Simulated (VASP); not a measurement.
# Ti (Pm-3m) in VASP: notebook

Runs on Ti. Level: LDA. Tasks: single point.

Everything below comes from runs of VASP 6.6.1. Logs are shortened: lines on timing, memory, paths and dates and some standing lists are left out, and cuts for length are marked.

## (1) The cell of the first run

The structure is cubic, space group Pm-3m (No. 221). The conventional cell has a = 2.089 Å, b = 2.089 Å, c = 2.089 Å, α = 90.00°, β = 90.00°, γ = 90.00°. Ti (site symmetry m-3m) has 6 Ti at 2.09 Å within 2.8 Å.

## (2) Single point, LDA (volume scaled by 0.55)

File INCAR:

```
SYSTEM = Ti
ALGO = Normal
EDIFF = 1E-6
ENCUT = 520
ISIF = 2
ISMEAR = -1
LASPH = .TRUE.
LCHARG = .FALSE.
LREAL = .FALSE.
LWAVE = .FALSE.
NBANDS = 12
NELM = 100
PREC = Accurate
SIGMA = 0.05
```

File KPOINTS:

```
k-points
0
G
  15 15 15
  0 0 0
```

File POSCAR:

```
Ti
1.0
    2.0893357195      0.0000000000      0.0000000000
    0.0000000000      2.0893357195      0.0000000000
    0.0000000000      0.0000000000      2.0893357195
Ti
1
Direct
    0.0000000000      0.0000000000      0.0000000000
```

Potentials or basis: VASP PAW LDA potentials, release 64 (Ti_sv).

Run with:

```
> cat potpaw_LDA.64/Ti_sv/POTCAR > POTCAR
> mpirun -np 1 vasp_std > vasp.out
```

OUTCAR:

```text
SYSTEM = Ti
   EDIFF = 1E-6
   ENCUT = 520
   ISIF = 2
   ISMEAR = -1
   LASPH = .TRUE.
   LREAL = .FALSE.
   NELM = 100
   PREC = Accurate

 ion  position               nearest neighbor table
   1  0.000  0.000  0.000-

  LATTYP: Found a simple cubic cell.
 ALAT       =     2.0893357195

  Lattice vectors:

 A1 = (   2.0893357195,   0.0000000000,   0.0000000000)
 A2 = (   0.0000000000,   2.0893357195,   0.0000000000)
 A3 = (   0.0000000000,   0.0000000000,   2.0893357195)

Analysis of symmetry for initial positions (statically):
=====================================================================
 Subroutine PRICEL returns:
 Original cell was already a primitive cell.

 Routine SETGRP: Setting up the symmetry group for a
 simple cubic supercell.

 Subroutine GETGRP returns: Found 48 space group operations
 (whereof 48 operations were pure point group operations)
 out of a pool of 48 trial point group operations.

The static configuration has the point symmetry O_h .

Analysis of symmetry for dynamics (positions and initial velocities):
=====================================================================
 Subroutine PRICEL returns:
 Original cell was already a primitive cell.

 Routine SETGRP: Setting up the symmetry group for a
 simple cubic supercell.

 Subroutine GETGRP returns: Found 48 space group operations
 (whereof 48 operations were pure point group operations)
 out of a pool of 48 trial point group operations.

The dynamic configuration has the point symmetry O_h .

 Subroutine INISYM returns: Found 48 space group operations
 (whereof 48 operations are pure point group operations),
 and found     1 'primitive' translations

----------------------------------------------------------------------------------------

                                     Primitive cell

  volume of cell :       9.1206

  direct lattice vectors                    reciprocal lattice vectors
     2.089335720  0.000000000  0.000000000     0.478621023  0.000000000  0.000000000
     0.000000000  2.089335720  0.000000000     0.000000000  0.478621023  0.000000000
     0.000000000  0.000000000  2.089335720     0.000000000  0.000000000  0.478621023

  length of vectors
     2.089335720  2.089335720  2.089335720     0.478621023  0.478621023  0.478621023

  position of ions in fractional coordinates (direct lattice)
     0.000000000  0.000000000  0.000000000

  ion indices of the primitive-cell ions
   primitive index   ion index
                 1           1

----------------------------------------------------------------------------------------

 KPOINTS: k-points

Automatic generation of k-mesh.
 Grid dimensions read from file:
 generate k-points for:   15   15   15

 Generating k-lattice:

  Cartesian coordinates                     Fractional coordinates (reciprocal lattice)
     0.031908068  0.000000000  0.000000000     0.066666667  0.000000000  0.000000000
     0.000000000  0.031908068  0.000000000     0.000000000  0.066666667  0.000000000
     0.000000000  0.000000000  0.031908068     0.000000000  0.000000000  0.066666667

  Length of vectors
     0.031908068  0.031908068  0.031908068

  Shift w.r.t. Gamma in fractional coordinates (k-lattice)
     0.000000000  0.000000000  0.000000000

 Subroutine IBZKPT returns following result:
 ===========================================

 Found    120 irreducible k-points:

 Following reciprocal coordinates:
            Coordinates               Weight
  0.000000  0.000000  0.000000      1.000000
  0.066667  0.000000  0.000000      6.000000
  0.133333  0.000000  0.000000      6.000000
  0.200000  0.000000  0.000000      6.000000
  0.266667  0.000000  0.000000      6.000000
  0.333333  0.000000  0.000000      6.000000
[... 16 lines left out ...]
  0.266667  0.200000  0.000000     24.000000
  0.333333  0.200000  0.000000     24.000000
 [... further k-points ...]
   k-points           NKPTS =    120   k-points in BZ     NKDIM =    120   number of bands    NBANDS=     12
   number of dos      NEDOS =    301   number of ions     NIONS =      1
   total plane-waves  NPLWV =   4096
   dimension x,y,z NGX =    16 NGY =   16 NGZ =   16
   dimension x,y,z NGXF=    32 NGYF=   32 NGZF=   32
   ions per type =               1
   NGX,Y,Z   is equivalent  to a cutoff of  12.73, 12.73, 12.73 a.u.
   NGXF,Y,Z  is equivalent  to a cutoff of  25.46, 25.46, 25.46 a.u.
 SYSTEM =  Ti
   PREC   = accura    normal or accurate (medium, high low for compatibility)
   ISTART =      0    job   : 0-new  1-cont  2-samecut
   ICHARG =      2    charge: 1-file 2-atom 10-const
   ISPIN  =      1    spin polarized calculation?
   LNONCOLLINEAR =      F non collinear calculations
   LSORBIT =      F    spin-orbit coupling
   LASPH  =      T    aspherical Exc in radial PAW
   ENCUT  =  520.0 eV  38.22 Ry    6.18 a.u.   3.88  3.88  3.88*2*pi/ulx,y,z
   NELM   =    100;   NELMIN=  2; NELMDL= -5     # of ELM steps
   EDIFF  = 0.1E-05   stopping-criterion for ELM
   LREAL  =      F    real-space projection
   EDIFFG = 0.1E-04   stopping-criterion for IOM
   NSW    =      0    number of steps for IOM
   IBRION =     -1    ionic relax: 0-MD 1-quasi-New 2-CG
   NFREE  =      0    steps in history (QN), initial steepest desc. (CG)
   ISIF   =      2    stress and relaxation
   ISYM   =      2    0-nonsym 1-usesym 2-fastsym
   POTIM  = 0.5000    time-step for ionic-motion
   TEBEG  =    0.0;   TEEND  =   0.0 temperature during run
   PSTRESS=    0.0 pullay stress
   NELECT =      12.0000    total number of electrons
   NUPDOWN=      -1.0000    fix difference up-down
   EMIN   =  10.00;   EMAX   =-10.00  energy-range for DOS
   EFERMI =   0.00;   METHOD = LEGACY
   ISMEAR =    -1;   SIGMA  =   0.05  broadening in eV -4-tet -1-fermi 0-gaus
   EFERMI_NEDOS =   21; number of points for ismear=-14 and -15
   IALGO  =     38    algorithm
   IMIX   =      4    mixing-type and parameters
     AMIX     =   0.40;   BMIX     =  1.00
     AMIX_MAG =   1.60;   BMIX_MAG =  1.00
  volume/ion in A,a.u.               =       9.12        61.55
  Fermi-wavevector in a.u.,A,eV,Ry     =   1.793881  3.389944 43.783682  3.218010
  Thomas-Fermi vector in A             =   2.855951
   LORBIT       =      0    0 simple, 1 ext, 2 COOP (PROOUT), +10 PAW based schemes
   GGA     = CA    functional components
   LHFCALC =     F    Hartree Fock is set to
   AEXX    =    0.0000 exact exchange contribution
   IVDW    =     0    specifies the selected vdW correction
   LEPSILON=     F    determine dielectric tensor
   LRPA    =     F    only Hartree local field effects (RPA)
 non-spin polarized calculation
  energy-cutoff  :      520.00
  volume of cell :        9.12
 maximum number of plane-waves:       271
 NGX is ok and might be reduce to    16
   NGX =  7   NGY =  7   NGZ =  7

 number of electron      11.9999994 magnetization

 Free energy of the ion-electron system (eV)
  ---------------------------------------------------
  ext. energy  EPLUGINS =         0.00000000
  ---------------------------------------------------
  free energy    TOTEN  =        -5.36191111 eV

  energy without entropy =       -5.35486990  energy(sigma->0) =       -5.35839050

 E-fermi :  16.7082     XC(G=0): -15.1574

 val. band max:       16.7014414397   @ k =   0.2000   0.2000   0.0667
 cond. band min:      16.7592294546   @ k =   0.4000   0.4000   0.2000
 fundamental gap:      0.0577880149
 Fermi energy:        16.7082001515

 k-point     1 :       0.0000    0.0000    0.0000
  band No.  band energies     occupation
      1     -40.1753      2.00000
      2     -13.3493      2.00000
      3     -13.3493      2.00000
      4     -13.3493      2.00000
      5      10.9396      2.00000
      6      12.8280      2.00000
      7      12.8280      2.00000
      8      24.5259      0.00000
      9      24.5259      0.00000
     10      24.5259      0.00000
     11      42.2133      0.00000
     12      42.2133      0.00000

 k-point     2 :       0.0667    0.0000    0.0000
  band No.  band energies     occupation
      1     -40.1276      2.00000
      2     -13.6198      2.00000
      3     -13.3265      2.00000
      4     -13.3265      2.00000
      5      11.1618      2.00000
      6      12.8897      2.00000
      7      13.1361      2.00000
      8      24.2605      0.00000
      9      24.2605      0.00000
     10      24.5453      0.00000
     11      41.0802      0.00000
     12      42.5667      0.00000

 k-point     3 :       0.1333    0.0000    0.0000
  band No.  band energies     occupation
      1     -39.9904      2.00000
      2     -14.3540      2.00000
      3     -13.2618      2.00000
      4     -13.2618      2.00000
      5      11.6999      2.00000
      6      13.0676      2.00000
      7      14.0822      2.00000
      8      23.5543      0.00000
      9      23.5543      0.00000
     10      24.6007      0.00000
     11      38.7932      0.00000
     12      43.5399      0.00000
[... 286 lines left out ...]
 k-point    23 :       0.2667    0.2000    0.0000
  band No.  band energies     occupation
      1     -39.1483      2.00000
      2     -16.1735      2.00000
      3     -14.9477      2.00000
      4     -12.8779      2.00000
      5      13.8127      2.00000
      6      15.0817      2.00000
      7      17.7506      0.00000
      8      21.2338      0.00000
      9      21.8823      0.00000
     10      23.0891      0.00000
     11      35.5548      0.00000
     12      39.5443      0.00000

 k-point    24 :       0.3333    0.2000    0.0000
  band No.  band energies     occupation
      1     -38.9002      2.00000
      2     -17.1288      2.00000
      3     -14.7954      2.00000
      4     -12.7718      2.00000
      5      14.0452      2.00000
      6      15.0979      2.00000
      7      18.3087      0.00000
      8      21.0842      0.00000
      9      22.2610      0.00000
     10      23.2127      0.00000
     11      33.9057      0.00000
     12      39.9350      0.00000

 [... further k-points ...]
[... 5 lines left out ...]
  --------------------------------------------------------------------------------------
  -------------------------------------------------------------------------------------
  Total        9.5314295      9.5314295      9.5314295     -0.0000000      0.0000000      0.0000000
  in kB     1674.3410946   1674.3410946   1674.3410946     -0.0000000      0.0000000      0.0000000
  external PRESSURE =    1674.3410946 kB  Pullay stress =       0.0000000 kB

 VOLUME and BASIS-vectors are now :
 -----------------------------------------------------------------------------
  energy-cutoff  :      520.00
  volume of cell :        9.12
      direct lattice vectors                 reciprocal lattice vectors
     2.089335720  0.000000000  0.000000000     0.478621023  0.000000000  0.000000000
     0.000000000  2.089335720  0.000000000     0.000000000  0.478621023  0.000000000
     0.000000000  0.000000000  2.089335720     0.000000000  0.000000000  0.478621023

 POSITION                                       TOTAL-FORCE (eV/Angst)
 -----------------------------------------------------------------------------------
      0.00000      0.00000      0.00000         0.000000      0.000000      0.000000
 -----------------------------------------------------------------------------------
    total drift:                               -0.000000      0.000000      0.000000

  FREE ENERGIE OF THE ION-ELECTRON SYSTEM (eV)
  ---------------------------------------------------
  free  energy   TOTEN  =        -5.3619111135 eV

  energy  without entropy=       -5.3548698951  energy(sigma->0) =       -5.35839050
```

It took 4.2 s on 1 thread of Intel Xeon 6975P-C, shared host; peak memory 0.12 GiB.

What came out:

```yaml
Free_energy: -5.3619 eV
Pressure: 167.4 GPa
Band_gap_on_the_k_mesh: zero (band 6 reaches 18.26 eV, above the bottom of band 7 at 12.58 eV)
```

## (3) Single point, LDA (volume scaled by 0.55)

File INCAR:

```
SYSTEM = Ti
  ALGO = Normal
  EDIFF = 1E-6
  ENCUT = 520
  GGA = CA
  ISIF = 2
  ISMEAR = -1
  LASPH = .TRUE.
  LCHARG = .FALSE.
  LREAL = .FALSE.
  LWAVE = .FALSE.
  NBANDS = 12
  NELM = 80
  PREC = Accurate
  SIGMA = 0.05
```

KPOINTS is that of step 2.

POSCAR is that of step 2.

Potentials or basis: VASP PAW LDA potentials, release 64 (Ti_sv).

Run with:

```
> cat potpaw_LDA.64/Ti_sv/POTCAR > POTCAR
> mpirun -np 1 vasp_std > vasp.out
```

OUTCAR:

```text
SYSTEM = Ti
   EDIFF = 1E-6
   ENCUT = 520
   GGA = CA
   ISIF = 2
   ISMEAR = -1
   LASPH = .TRUE.
   LREAL = .FALSE.
   NELM = 80
   PREC = Accurate

 ion  position               nearest neighbor table
   1  0.000  0.000  0.000-

  LATTYP: Found a simple cubic cell.
 ALAT       =     2.0893357195

  Lattice vectors:

 A1 = (   2.0893357195,   0.0000000000,   0.0000000000)
 A2 = (   0.0000000000,   2.0893357195,   0.0000000000)
 A3 = (   0.0000000000,   0.0000000000,   2.0893357195)

Analysis of symmetry for initial positions (statically):
=====================================================================
 Subroutine PRICEL returns:
 Original cell was already a primitive cell.

 Routine SETGRP: Setting up the symmetry group for a
 simple cubic supercell.

 Subroutine GETGRP returns: Found 48 space group operations
 (whereof 48 operations were pure point group operations)
 out of a pool of 48 trial point group operations.

The static configuration has the point symmetry O_h .

Analysis of symmetry for dynamics (positions and initial velocities):
=====================================================================
 Subroutine PRICEL returns:
 Original cell was already a primitive cell.

 Routine SETGRP: Setting up the symmetry group for a
 simple cubic supercell.

 Subroutine GETGRP returns: Found 48 space group operations
 (whereof 48 operations were pure point group operations)
 out of a pool of 48 trial point group operations.

The dynamic configuration has the point symmetry O_h .

 Subroutine INISYM returns: Found 48 space group operations
 (whereof 48 operations are pure point group operations),
 and found     1 'primitive' translations

----------------------------------------------------------------------------------------

                                     Primitive cell

  volume of cell :       9.1206

[... 105 lines left out ...]
     AMIX     =   0.40;   BMIX     =  1.00
     AMIX_MAG =   1.60;   BMIX_MAG =  1.00
  volume/ion in A,a.u.               =       9.12        61.55
  Fermi-wavevector in a.u.,A,eV,Ry     =   1.793881  3.389944 43.783682  3.218010
  Thomas-Fermi vector in A             =   2.855951
   LORBIT       =      0    0 simple, 1 ext, 2 COOP (PROOUT), +10 PAW based schemes
   GGA     = CA    functional components
   LHFCALC =     F    Hartree Fock is set to
   AEXX    =    0.0000 exact exchange contribution
   IVDW    =     0    specifies the selected vdW correction
   LEPSILON=     F    determine dielectric tensor
   LRPA    =     F    only Hartree local field effects (RPA)
 non-spin polarized calculation
  energy-cutoff  :      520.00
  volume of cell :        9.12
 maximum number of plane-waves:       271
 NGX is ok and might be reduce to    16
   NGX =  7   NGY =  7   NGZ =  7

 number of electron      11.9999994 magnetization

 Free energy of the ion-electron system (eV)
  ---------------------------------------------------
  ext. energy  EPLUGINS =         0.00000000
  ---------------------------------------------------
  free energy    TOTEN  =        -5.36191111 eV

  energy without entropy =       -5.35486990  energy(sigma->0) =       -5.35839050

 E-fermi :  16.7082     XC(G=0): -15.1574

 val. band max:       16.7014414397   @ k =   0.2000   0.2000   0.0667
 cond. band min:      16.7592294546   @ k =   0.4000   0.4000   0.2000
 fundamental gap:      0.0577880149
 Fermi energy:        16.7082001515

 k-point     1 :       0.0000    0.0000    0.0000
  band No.  band energies     occupation
      1     -40.1753      2.00000
      2     -13.3493      2.00000
      3     -13.3493      2.00000
      4     -13.3493      2.00000
      5      10.9396      2.00000
      6      12.8280      2.00000
      7      12.8280      2.00000
      8      24.5259      0.00000
      9      24.5259      0.00000
     10      24.5259      0.00000
     11      42.2133      0.00000
     12      42.2133      0.00000
[... 331 lines left out ...]
 k-point    24 :       0.3333    0.2000    0.0000
  band No.  band energies     occupation
      1     -38.9002      2.00000
      2     -17.1288      2.00000
      3     -14.7954      2.00000
      4     -12.7718      2.00000
      5      14.0452      2.00000
      6      15.0979      2.00000
      7      18.3087      0.00000
      8      21.0842      0.00000
      9      22.2610      0.00000
     10      23.2127      0.00000
     11      33.9057      0.00000
     12      39.9350      0.00000

 [... further k-points ...]
[... 5 lines left out ...]
  --------------------------------------------------------------------------------------
  -------------------------------------------------------------------------------------
  Total        9.5314295      9.5314295      9.5314295     -0.0000000      0.0000000      0.0000000
  in kB     1674.3410946   1674.3410946   1674.3410946     -0.0000000      0.0000000      0.0000000
  external PRESSURE =    1674.3410946 kB  Pullay stress =       0.0000000 kB

 VOLUME and BASIS-vectors are now :
 -----------------------------------------------------------------------------
  energy-cutoff  :      520.00
  volume of cell :        9.12
      direct lattice vectors                 reciprocal lattice vectors
     2.089335720  0.000000000  0.000000000     0.478621023  0.000000000  0.000000000
     0.000000000  2.089335720  0.000000000     0.000000000  0.478621023  0.000000000
     0.000000000  0.000000000  2.089335720     0.000000000  0.000000000  0.478621023

 POSITION                                       TOTAL-FORCE (eV/Angst)
 -----------------------------------------------------------------------------------
      0.00000      0.00000      0.00000         0.000000      0.000000      0.000000
 -----------------------------------------------------------------------------------
    total drift:                               -0.000000      0.000000      0.000000

  FREE ENERGIE OF THE ION-ELECTRON SYSTEM (eV)
  ---------------------------------------------------
  free  energy   TOTEN  =        -5.3619111135 eV

  energy  without entropy=       -5.3548698951  energy(sigma->0) =       -5.35839050
```

stdout:

```text
POSCAR found type information on POSCAR Ti
 POSCAR found :  1 types and       1 ions
 scaLAPACK will be used
 LDA part: xc-table for (Slater(with rela. corr.)+CA(PZ))
 , standard interpolation
 POSCAR, INCAR and KPOINTS ok, starting setup
 FFT: planning ... GRIDC
 FFT: planning ... GRID_SOFT
 FFT: planning ... GRID
 WAVECAR not read
 entering main loop
```

It took 4.1 s on 1 thread of Intel Xeon 6975P-C, shared host; peak memory 0.12 GiB.

Results:

* Free energy: -5.3619 eV
* Pressure: 167.4 GPa
* Band gap on the k mesh: zero (band 6 reaches 18.26 eV, above the bottom of band 7 at 12.58 eV)

Levels at points of the mesh, in eV from the Fermi level:
| k point | band 2 | band 3 | band 4 | band 5 | band 6 | band 7 | band 8 | band 9 | band 10 | band 11 |
| --- | --- | --- | --- | --- | --- | --- | --- | --- | --- | --- |
| (0.00, 0.00, 0.00) | -30.06 | -30.06 | -30.06 | -5.77 | -3.88 | -3.88 | 7.82 | 7.82 | 7.82 | 25.51 |

(Part 1 of 2 ends here.)
